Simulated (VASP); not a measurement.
A run of VASP 6.6.1 is set up as follows.

Contents of INCAR:

```
PREC     = Accurate       # precision mode
ENCUT    = 520            # plane-wave cutoff, eV
EDIFF    = 1E-6           # SCF threshold, eV
ISMEAR   = 0              # smearing method
SIGMA    = 0.1            # smearing width, eV
LREAL    = False          # projectors in reciprocal space
LASPH    = True           # aspherical terms in the spheres
NELM     = 100            # most SCF steps
ALGO     = Normal         # electronic algorithm
ISIF     = 2              # what is computed and relaxed
LWAVE    = False          # write WAVECAR
LCHARG   = False          # write CHGCAR
GGA      = PE             # functional
NBANDS   = 84             # bands
```

File KPOINTS:

```
regular mesh
0
Gamma
  3 3 3
```

The input POSCAR:

```
Cd
1.0
    3.6013798690      2.0792576368      6.1418010145
   -3.6013798690      2.0792576368      6.1418010145
    0.0000000000     -4.1585152735      6.1418010145
Cd
12
Direct
    0.0101900000      0.6536100000      0.0101900000
    0.0101900000      0.0101900000      0.6536100000
    0.6536100000      0.0101900000      0.0101900000
    0.9898100000      0.3463900000      0.9898100000
    0.3463900000      0.9898100000      0.9898100000
    0.9898100000      0.9898100000      0.3463900000
    0.2211800000      0.6306000000      0.2211800000
    0.2211800000      0.2211800000      0.6306000000
    0.6306000000      0.2211800000      0.2211800000
    0.7788200000      0.3694000000      0.7788200000
    0.3694000000      0.7788200000      0.7788200000
    0.7788200000      0.7788200000      0.3694000000
```

Potentials or basis: VASP PAW PBE potentials, release 64 (Cd).

Run with:

```bash
$ cat potpaw_PBE.64/Cd/POTCAR > POTCAR
$ mpirun -np 1 vasp_std > vasp.out
```

Predict the band gap on the k mesh.

zero (bands 72 and 73 overlap by 0.75 eV).

Estimate the pressure.

27.1 GPa.

Forces in eV/Å, atoms in the order of the input:
```
Cd   1.494 -0.863 -0.655
Cd   0.000  1.725 -0.655
Cd  -1.494 -0.863 -0.655
Cd  -1.494  0.863  0.655
Cd   1.494  0.863  0.655
Cd   0.000 -1.725  0.655
Cd   3.347 -1.932  0.808
Cd   0.000  3.865  0.808
Cd  -3.347 -1.932  0.808
Cd  -3.347  1.932 -0.808
Cd   3.347  1.932 -0.808
Cd   0.000 -3.865 -0.808
```

Caveat: the cell stands under pressure; forces of over 1 eV/Å act on the atoms, so gaps and moduli don't describe the material at rest.
